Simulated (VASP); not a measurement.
Write the native input for VASP 6.6.1 that does the following.

- Task: single point
- Functional: PBE
- Potentials or basis: VASP PAW PBE potentials, release 64 (Ga_d, N)
- Cutoff: 520 eV
- k mesh: 3 × 3 × 3
- Occupations: gaussian, width 0.01 eV
- Spin: no spin polarisation
- Dipole correction: no
- Further INCAR settings: LREAL = Auto; ALGO = Normal; EDIFF = 1e-06; NBANDS = 186

The structure of GaN lies in POSCAR:

```
GaN
1.0
    0.0000000000      5.5743817777     -5.2431684676
    4.8275562299     -2.7871908889     -5.2431684676
   -4.8275562299     -2.7871908889     -5.2431684676
Ga N
18 18
Direct
    0.9447328218      0.2780661551      0.2780661551
    0.2780661551      0.9447328218      0.2780661551
    0.9447328218      0.6113994884      0.9447328218
    0.6113994884      0.6113994884      0.2780661551
    0.2780661551      0.2780661551      0.9447328218
    0.9447328218      0.9447328218      0.6113994884
    0.6113994884      0.9447328218      0.9447328218
    0.2780661551      0.6113994884      0.6113994884
    0.6113994884      0.2780661551      0.6113994884
    0.8891772662      0.8891772662      0.2225105995
    0.2225105995      0.5558439329      0.2225105995
    0.8891772662      0.2225105995      0.8891772662
    0.5558439329      0.2225105995      0.2225105995
    0.2225105995      0.8891772662      0.8891772662
    0.8891772662      0.5558439329      0.5558439329
    0.5558439329      0.5558439329      0.8891772662
    0.2225105995      0.2225105995      0.5558439329
    0.5558439329      0.8891772662      0.5558439329
    0.8191560671      0.1524894005      0.1524894005
    0.1524894005      0.8191560671      0.1524894005
    0.8191560671      0.4858227338      0.8191560671
    0.4858227338      0.4858227338      0.1524894005
    0.1524894005      0.1524894005      0.8191560671
    0.8191560671      0.8191560671      0.4858227338
    0.4858227338      0.8191560671      0.8191560671
    0.1524894005      0.4858227338      0.4858227338
    0.4858227338      0.1524894005      0.4858227338
    0.0969338449      0.0969338449      0.4302671782
    0.4302671782      0.7636005116      0.4302671782
    0.0969338449      0.4302671782      0.0969338449
    0.7636005116      0.4302671782      0.4302671782
    0.4302671782      0.0969338449      0.0969338449
    0.0969338449      0.7636005116      0.7636005116
    0.7636005116      0.7636005116      0.0969338449
    0.4302671782      0.4302671782      0.7636005116
    0.7636005116      0.0969338449      0.7636005116
```

The input as run:

INCAR

```
SYSTEM = GaN
PREC     = Accurate       ! precision mode
ENCUT    = 520            ! plane-wave cutoff, eV
EDIFF    = 1E-6           ! SCF threshold, eV
ISMEAR   = 0              ! smearing method
SIGMA    = 0.01           ! smearing width, eV
LREAL    = Auto         
LASPH    = .TRUE.         ! aspherical terms in the spheres
NELM     = 80             ! most SCF steps
ALGO     = Normal         ! electronic algorithm
ISIF     = 2              ! what is computed and relaxed
LWAVE    = .FALSE.        ! write WAVECAR
LCHARG   = .FALSE.        ! write CHGCAR
GGA      = PE             ! functional
NBANDS   = 186            ! bands
```

KPOINTS

```
Automatic mesh
0
G
  3 3 3
  0 0 0
```

Potentials or basis: VASP PAW PBE potentials, release 64 (Ga_d, N).

Command:

```sh
$ cat potpaw_PBE.64/Ga_d/POTCAR potpaw_PBE.64/N/POTCAR > POTCAR
$ mpirun -np 1 vasp_std > vasp.out
```

It gave:

| Property | Result |
| --- | --- |
| Pressure | 0.1 GPa |
| Band gap on the k mesh | 1.72 eV |

It took 37 min on 1 thread of Oxide Virtual Turin-like Processor (shared host), peak memory 0.64 GiB.
